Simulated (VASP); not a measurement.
# Sc (P6_3/mmc) in VASP: a series of runs

The runs below take Sc through single point, with LDA.

Program: VASP 6.6.1. These are calculated values, not measurements. Logs are shortened: lines on timing, memory, paths and dates and some standing lists are left out, and cuts for length are marked.

## 1. The cell of the first run

Symmetry: P6_3/mmc, No. 194, hexagonal system. Conventional cell: a = 3.227 Å, b = 3.227 Å, c = 5.009 Å, α = 90.00°, β = 90.00°, γ = 120.00°. Within 4.1 Å of Sc (site symmetry -6m2) lie 12 Sc at 3.12 to 3.23 Å.

## 2. Single point, LDA

File INCAR:

```
SYSTEM = Sc
PREC = Accurate ; ENCUT = 500
EDIFF = 1E-6 ; ISMEAR = 1
SIGMA = 1.0 ; LREAL = .FALSE.
LASPH = .TRUE. ; NELM = 120
ALGO = Normal ; ISIF = 2
LWAVE = .FALSE. ; LCHARG = .FALSE.
GGA = CA ; NBANDS = 18
GGA_COMPAT = .FALSE.
```

File KPOINTS:

```
regular mesh
0
G
  11 11 6
  0 0 0
```

File POSCAR:

```
Sc
1.0
    3.2269060027      0.0000000000      0.0000000000
   -1.6134530014      2.7945825740      0.0000000000
    0.0000000000      0.0000000000      5.0094253455
Sc
2
Direct
    0.3333333333      0.6666666667      0.2500000000
    0.6666666667      0.3333333333      0.7500000000
```

Potentials or basis: VASP PAW LDA potentials, release 64 (Sc_sv).

The run is started by

```
$ cat potpaw_LDA.64/Sc_sv/POTCAR > POTCAR
$ mpirun -np 1 vasp_std > vasp.out
```

OUTCAR:

```text
SYSTEM = Sc
   PREC = Accurate
   ENCUT = 500
   EDIFF = 1E-6
   ISMEAR = 1
   LREAL = .FALSE.
   LASPH = .TRUE.
   NELM = 120
   ISIF = 2
   GGA = CA

 ion  position               nearest neighbor table
   1  0.333  0.667  0.250-   2 3.12   2 3.12   2 3.12   2 3.12   2 3.12   2 3.12
   2  0.667  0.333  0.750-   1 3.12   1 3.12   1 3.12   1 3.12   1 3.12   1 3.12

  LATTYP: Found a hexagonal cell.
 ALAT       =     3.2269060027
 C/A-ratio  =     1.5523927072

  Lattice vectors:

 A1 = (   3.2269060027,   0.0000000000,   0.0000000000)
 A2 = (  -1.6134530014,   2.7945825740,   0.0000000000)
 A3 = (   0.0000000000,   0.0000000000,   5.0094253455)

Analysis of symmetry for initial positions (statically):
=====================================================================
 Subroutine PRICEL returns:
 Original cell was already a primitive cell.

 Routine SETGRP: Setting up the symmetry group for a
 hexagonal supercell.

 Subroutine GETGRP returns: Found 24 space group operations
 (whereof 12 operations were pure point group operations)
 out of a pool of 24 trial point group operations.

The static configuration has the point symmetry D_3d.
 The point group associated with its full space group is D_6h.

Analysis of symmetry for dynamics (positions and initial velocities):
=====================================================================
 Subroutine PRICEL returns:
 Original cell was already a primitive cell.

 Routine SETGRP: Setting up the symmetry group for a
 hexagonal supercell.

 Subroutine GETGRP returns: Found 24 space group operations
 (whereof 12 operations were pure point group operations)
 out of a pool of 24 trial point group operations.

The dynamic configuration has the point symmetry D_3d.
 The point group associated with its full space group is D_6h.

 Subroutine INISYM returns: Found 24 space group operations
 (whereof 12 operations are pure point group operations),
 and found     1 'primitive' translations

----------------------------------------------------------------------------------------

                                     Primitive cell

  volume of cell :      45.1743

  direct lattice vectors                    reciprocal lattice vectors
     3.226906003  0.000000000  0.000000000     0.309894369  0.178917597  0.000000000
    -1.613453001  2.794582574  0.000000000     0.000000000  0.357835195  0.000000000
     0.000000000  0.000000000  5.009425346     0.000000000  0.000000000  0.199623696

  length of vectors
     3.226906003  3.226906003  5.009425346     0.357835195  0.357835195  0.199623696

  position of ions in fractional coordinates (direct lattice)
     0.333333333  0.666666667  0.250000000
     0.666666667  0.333333333  0.750000000

  ion indices of the primitive-cell ions
   primitive index   ion index
                 1           1
                 2           2

----------------------------------------------------------------------------------------

 KPOINTS: regular mesh

Automatic generation of k-mesh.
 Grid dimensions read from file:
 generate k-points for:   11   11    6

 Generating k-lattice:

  Cartesian coordinates                     Fractional coordinates (reciprocal lattice)
     0.028172215  0.016265236  0.000000000     0.090909091  0.000000000  0.000000000
     0.000000000  0.032530472  0.000000000     0.000000000  0.090909091  0.000000000
     0.000000000  0.000000000  0.033270616     0.000000000  0.000000000  0.166666667

  Length of vectors
     0.032530472  0.032530472  0.033270616

  Shift w.r.t. Gamma in fractional coordinates (k-lattice)
     0.000000000  0.000000000  0.000000000

 Subroutine IBZKPT returns following result:
 ===========================================

 Found     64 irreducible k-points:

 Following reciprocal coordinates:
            Coordinates               Weight
  0.000000  0.000000  0.000000      1.000000
  0.090909 -0.000000  0.000000      6.000000
  0.181818 -0.000000  0.000000      6.000000
  0.272727  0.000000  0.000000      6.000000
  0.363636  0.000000  0.000000      6.000000
  0.454545 -0.000000  0.000000      6.000000
[... 16 lines left out ...]
  0.090909  0.090909  0.166667     12.000000
  0.181818  0.090909  0.166667     24.000000
 [... further k-points ...]
   k-points           NKPTS =     64   k-points in BZ     NKDIM =     64   number of bands    NBANDS=     18
   number of dos      NEDOS =    301   number of ions     NIONS =      2
   total plane-waves  NPLWV =  23040
   dimension x,y,z NGX =    24 NGY =   24 NGZ =   40
   dimension x,y,z NGXF=    48 NGYF=   48 NGZF=   80
   ions per type =               2
   NGX,Y,Z   is equivalent  to a cutoff of  12.36, 12.36, 13.27 a.u.
   NGXF,Y,Z  is equivalent  to a cutoff of  24.73, 24.73, 26.55 a.u.
 SYSTEM =  Sc
   PREC   = accura    normal or accurate (medium, high low for compatibility)
   ISTART =      0    job   : 0-new  1-cont  2-samecut
   ICHARG =      2    charge: 1-file 2-atom 10-const
   ISPIN  =      1    spin polarized calculation?
   LNONCOLLINEAR =      F non collinear calculations
   LSORBIT =      F    spin-orbit coupling
   LASPH  =      T    aspherical Exc in radial PAW
   ENCUT  =  500.0 eV  36.75 Ry    6.06 a.u.   5.88  5.88  9.13*2*pi/ulx,y,z
   NELM   =    120;   NELMIN=  2; NELMDL= -5     # of ELM steps
   EDIFF  = 0.1E-05   stopping-criterion for ELM
   LREAL  =      F    real-space projection
   EDIFFG = 0.1E-04   stopping-criterion for IOM
   NSW    =      0    number of steps for IOM
   IBRION =     -1    ionic relax: 0-MD 1-quasi-New 2-CG
   NFREE  =      0    steps in history (QN), initial steepest desc. (CG)
   ISIF   =      2    stress and relaxation
   ISYM   =      2    0-nonsym 1-usesym 2-fastsym
   POTIM  = 0.5000    time-step for ionic-motion
   TEBEG  =    0.0;   TEEND  =   0.0 temperature during run
   PSTRESS=    0.0 pullay stress
   NELECT =      22.0000    total number of electrons
   NUPDOWN=      -1.0000    fix difference up-down
   EMIN   =  10.00;   EMAX   =-10.00  energy-range for DOS
   EFERMI =   0.00;   METHOD = LEGACY
   ISMEAR =     1;   SIGMA  =   1.00  broadening in eV -4-tet -1-fermi 0-gaus
   EFERMI_NEDOS =   21; number of points for ismear=-14 and -15
   IALGO  =     38    algorithm
   IMIX   =      4    mixing-type and parameters
     AMIX     =   0.40;   BMIX     =  1.00
     AMIX_MAG =   1.60;   BMIX_MAG =  1.00
  volume/ion in A,a.u.               =      22.59       152.43
  Fermi-wavevector in a.u.,A,eV,Ry     =   1.288008  2.433983 22.571595  1.658965
  Thomas-Fermi vector in A             =   2.419988
   LORBIT       =      0    0 simple, 1 ext, 2 COOP (PROOUT), +10 PAW based schemes
   GGA     = CA    functional components
   LHFCALC =     F    Hartree Fock is set to
   AEXX    =    0.0000 exact exchange contribution
   IVDW    =     0    specifies the selected vdW correction
   LEPSILON=     F    determine dielectric tensor
   LRPA    =     F    only Hartree local field effects (RPA)
 non-spin polarized calculation
 Methfessel and Paxton  Order N= 1 SIGMA  =   1.00
  energy-cutoff  :      500.00
  volume of cell :       45.17
 maximum number of plane-waves:      1160
 NGX is ok and might be reduce to    24
   NGX = 11   NGY = 11   NGZ = 19

 number of electron      22.0000000 magnetization

 Free energy of the ion-electron system (eV)
  ---------------------------------------------------
  ext. energy  EPLUGINS =         0.00000000
  ---------------------------------------------------
  free energy    TOTEN  =       -13.49200066 eV

  energy without entropy =      -13.48193748  energy(sigma->0) =      -13.48864627

 E-fermi :   4.0104     XC(G=0): -10.5111

 val. band max:        4.0050868092   @ k =   0.2727   0.0909   0.0000
 cond. band min:       4.0171612666   @ k =   0.3636   0.2727   0.5000
 fundamental gap:      0.0120744574
 Fermi energy:         4.0103640343

 k-point     1 :       0.0000    0.0000    0.0000
  band No.  band energies     occupation
      1     -44.6436      2.00000
      2     -44.5334      2.00000
      3     -23.9228      2.00000
      4     -23.4226      2.00000
      5     -23.4226      2.00000
      6     -23.3306      2.00000
[... 10 lines left out ...]
     17       6.3863     -0.00396
     18       6.3863     -0.00396

 k-point     2 :       0.0909   -0.0000    0.0000
  band No.  band energies     occupation
      1     -44.6378      2.00000
      2     -44.5315      2.00000
      3     -23.9079      2.00000
      4     -23.4509      2.00000
      5     -23.4325      2.00000
      6     -23.3604      2.00000
[... 10 lines left out ...]
     17       6.2518     -0.00679
     18       6.2645     -0.00647

 k-point     3 :       0.1818   -0.0000    0.0000
  band No.  band energies     occupation
      1     -44.6216      2.00000
      2     -44.5268      2.00000
      3     -23.8656      2.00000
      4     -23.5274      2.00000
      5     -23.4580      2.00000
      6     -23.4383      2.00000
[... 10 lines left out ...]
     17       6.5159     -0.00226
     18       6.6179     -0.00141

 k-point     4 :       0.2727    0.0000    0.0000
  band No.  band energies     occupation
      1     -44.5991      2.00000
      2     -44.5219      2.00000
      3     -23.8032      2.00000
      4     -23.6290      2.00000
      5     -23.5360      2.00000
      6     -23.4898      2.00000
[... 375 lines left out ...]
      4     -23.7136      2.00000
      5     -23.6140      2.00000
      6     -23.5242      2.00000
[... 10 lines left out ...]
     17       8.0472     -0.00000
     18       8.2933     -0.00000

 k-point    23 :       0.0909    0.0909    0.1667
  band No.  band energies     occupation
      1     -44.6202      2.00000
      2     -44.5348      2.00000
      3     -23.8495      2.00000
      4     -23.4858      2.00000
      5     -23.4662      2.00000
      6     -23.4280      2.00000
[... 10 lines left out ...]
     17       6.5409     -0.00202
     18       6.7295     -0.00082

 k-point    24 :       0.1818    0.0909    0.1667
  band No.  band energies     occupation
      1     -44.6018      2.00000
      2     -44.5291      2.00000
      3     -23.8122      2.00000
      4     -23.5646      2.00000
      5     -23.5388      2.00000
      6     -23.4666      2.00000
[... 10 lines left out ...]
     17       6.8162     -0.00053
     18       7.0915     -0.00012

 [... further k-points ...]
[... 5 lines left out ...]
  --------------------------------------------------------------------------------------
  -------------------------------------------------------------------------------------
  Total       -0.0979206     -0.0979206      0.1363073      0.0000000      0.0000000      0.0000000
  in kB       -3.4729083     -3.4729083      4.8343550      0.0000000      0.0000000      0.0000000
  external PRESSURE =      -0.7038205 kB  Pullay stress =       0.0000000 kB

 VOLUME and BASIS-vectors are now :
 -----------------------------------------------------------------------------
  energy-cutoff  :      500.00
  volume of cell :       45.17
      direct lattice vectors                 reciprocal lattice vectors
     3.226906003  0.000000000  0.000000000     0.309894369  0.178917597  0.000000000
    -1.613453001  2.794582574  0.000000000     0.000000000  0.357835195  0.000000000
     0.000000000  0.000000000  5.009425346     0.000000000  0.000000000  0.199623696

 POSITION                                       TOTAL-FORCE (eV/Angst)
 -----------------------------------------------------------------------------------
     -0.00000      1.86306      1.25236        -0.000000      0.000000      0.000000
      1.61345      0.93153      3.75707         0.000000      0.000000      0.000000
 -----------------------------------------------------------------------------------
    total drift:                               -0.000000      0.000000     -0.000000

  FREE ENERGIE OF THE ION-ELECTRON SYSTEM (eV)
  ---------------------------------------------------
  free  energy   TOTEN  =       -13.4920006579 eV

  energy  without entropy=      -13.4819374842  energy(sigma->0) =      -13.48864627
```

Run time: 13 s. Hardware: 1 thread of Intel Xeon 6975P-C (Granite Rapids), shared host; peak memory 0.16 GiB.

What came out:

- Free energy: -13.4920 eV
- Pressure: -0.1 GPa
- Band gap on the k mesh: zero (band 11 reaches 4.98 eV, above the bottom of band 12 at 3.41 eV)

Stress tensor (GPa, compression positive):
```
-0.35  0.00  0.00
 0.00 -0.35  0.00
 0.00  0.00  0.48
```

Levels at points of the mesh, in eV from the Fermi level:
| k point | band 8 | band 9 | band 10 | band 11 | band 12 | band 13 | band 14 | band 15 |
| --- | --- | --- | --- | --- | --- | --- | --- | --- |
| (0.00, 0.00, 0.00) | -27.33 | -5.25 | -1.79 | 0.92 | 1.60 | 1.60 | 1.90 | 2.11 |
| (0.00, 0.00, 0.50) | -27.39 | -3.60 | -3.60 | 0.97 | 0.97 | 1.50 | 1.50 | 1.50 |

## 3. Single point, LDA

File INCAR:

```
SYSTEM = Sc
ALGO = Normal
EDIFF = 1E-6
ENCUT = 500
GGA = CA
GGA_COMPAT = .False.
ISIF = 2
ISMEAR = 1
LASPH = .True.
LCHARG = .False.
LREAL = .False.
LWAVE = .False.
NBANDS = 18
NELM = 120
PREC = Accurate
SIGMA = 0.01
```

File KPOINTS:

```
k-points
0
Gamma
  11 11 6
  0 0 0
```

POSCAR is that of step 2.

Potentials or basis: VASP PAW LDA potentials, release 64 (Sc_sv).

The run is started by

```
$ cat potpaw_LDA.64/Sc_sv/POTCAR > POTCAR
$ mpirun -np 1 vasp_std > vasp.out
```

Wall time 13 s (1 thread of Intel Xeon 6975P-C (Granite Rapids), shared host); peak memory 0.16 GiB.

Results (log left out):

```
Free energy            : -13.4509 eV
Pressure               : -0.2 GPa
Band gap on the k mesh : zero (band 11 reaches 5.00 eV, above the bottom of band 12 at 3.41 eV)
```

Levels at points of the mesh, in eV from the Fermi level:
```csv
k point,band 7,band 8,band 9,band 10,band 11,band 12,band 13,band 14,band 15,band 16
"(0.00, 0.00, 0.00)",-27.32,-27.27,-5.25,-1.78,0.93,1.61,1.61,1.93,2.12,2.12
"(0.00, 0.00, 0.50)",-27.37,-27.37,-3.59,-3.59,1.00,1.00,1.51,1.51,1.51,1.51
```

## 4. Single point, LDA

File INCAR:

```
SYSTEM = Sc
  PREC = Accurate
  ENCUT = 500
  EDIFF = 1E-6
  ISMEAR = 1
  SIGMA = 0.1
  LREAL = .False.
  LASPH = .True.
  NELM = 120
  ALGO = Normal
  ISIF = 2
  LWAVE = .False.
  LCHARG = .False.
  NBANDS = 18
  GGA_COMPAT = .False.
```

File KPOINTS:

```
Automatic mesh
0
Gamma
  11 11 6
  0 0 0
```

POSCAR is that of step 3.

The run is started by

```
$ cat potpaw_LDA.64/Sc_sv/POTCAR > POTCAR
$ mpirun -np 1 vasp_std > vasp.out
```

Wall time 12 s (1 thread of Intel Xeon 6975P-C (Granite Rapids), shared host); peak memory 0.16 GiB.

The run converged. Its results:

```
Free energy            : -13.4508 eV
Pressure               : -0.2 GPa
Band gap on the k mesh : zero (band 11 reaches 5.00 eV, above the bottom of band 12 at 3.41 eV)
```

Stress tensor (GPa, compression positive):
```
-0.08  0.00  0.00
 0.00 -0.08  0.00
 0.00  0.00 -0.45
```

Levels at points of the mesh, in eV from the Fermi level:
| k point | band 8 | band 9 | band 10 | band 11 | band 12 | band 13 | band 14 | band 15 |
| --- | --- | --- | --- | --- | --- | --- | --- | --- |
| (0.00, 0.00, 0.00) | -27.26 | -5.24 | -1.77 | 0.94 | 1.62 | 1.62 | 1.94 | 2.13 |
| (0.00, 0.00, 0.50) | -27.35 | -3.58 | -3.58 | 1.01 | 1.01 | 1.52 | 1.52 | 1.52 |

## 5. Single point, LDA

File INCAR:

```
PREC     = Accurate       # precision mode
ENCUT    = 500            # plane-wave cutoff, eV
EDIFF    = 1E-6           # SCF threshold, eV
ISMEAR   = 1              # smearing method
SIGMA    = 0.2            # smearing width, eV
LREAL    = False          # projectors in reciprocal space
LASPH    = True           # aspherical terms in the spheres
NELM     = 120            # most SCF steps
ALGO     = Normal         # electronic algorithm
ISIF     = 2              # what is computed and relaxed
LWAVE    = False          # write WAVECAR
LCHARG   = False          # write CHGCAR
NBANDS   = 18             # bands
GGA_COMPAT= False
```

File KPOINTS:

```
Automatic mesh
0
Gamma
  11 11 6
```

POSCAR is that of step 4.

The run is started by

```
$ cat potpaw_LDA.64/Sc_sv/POTCAR > POTCAR
$ mpirun -np 1 vasp_std > vasp.out
```

It took 12 s on 1 thread of Intel Xeon 6975P-C (Granite Rapids), shared host; peak memory 0.16 GiB.

The run converged. Its results:

| Property | Result |
| --- | --- |
| Free energy | -13.4492 eV |
| Pressure | -0.1 GPa |
| Band gap on the k mesh | zero (band 11 reaches 5.00 eV, above the bottom of band 12 at 3.41 eV) |

Stress tensor (GPa, compression positive):
```
 0.04  0.00  0.00
 0.00  0.04  0.00
 0.00  0.00 -0.52
```

Levels at points of the mesh, in eV from the Fermi level:
| k point | band 7 | band 8 | band 9 | band 10 | band 11 | band 12 | band 13 | band 14 | band 15 | band 16 |
| --- | --- | --- | --- | --- | --- | --- | --- | --- | --- | --- |
| (0.00, 0.00, 0.00) | -27.29 | -27.25 | -5.22 | -1.76 | 0.96 | 1.64 | 1.64 | 1.96 | 2.15 | 2.15 |
| (0.00, 0.00, 0.50) | -27.34 | -27.34 | -3.56 | -3.56 | 1.02 | 1.02 | 1.54 | 1.54 | 1.54 | 1.54 |

## 6. Summary

```csv
smearing,gap on the mesh (eV),pressure (GPa)
methfessel-paxton 1 eV,none,-0.1
methfessel-paxton 0.01 eV,none,-0.2
methfessel-paxton 0.1 eV,none,-0.2
methfessel-paxton 0.2 eV,none,-0.1
```

Alike in all rows: task single point; level LDA; potentials or basis VASP PAW LDA potentials, release 64 (Sc_sv); no spin polarisation; cell as given; k mesh 11 × 11 × 6; cutoff (eV) 500.

Every run on the cell as given and a fine mesh finds a metal.

Total energies depend on the potentials used, so only differences within one code and one set of settings carry meaning.
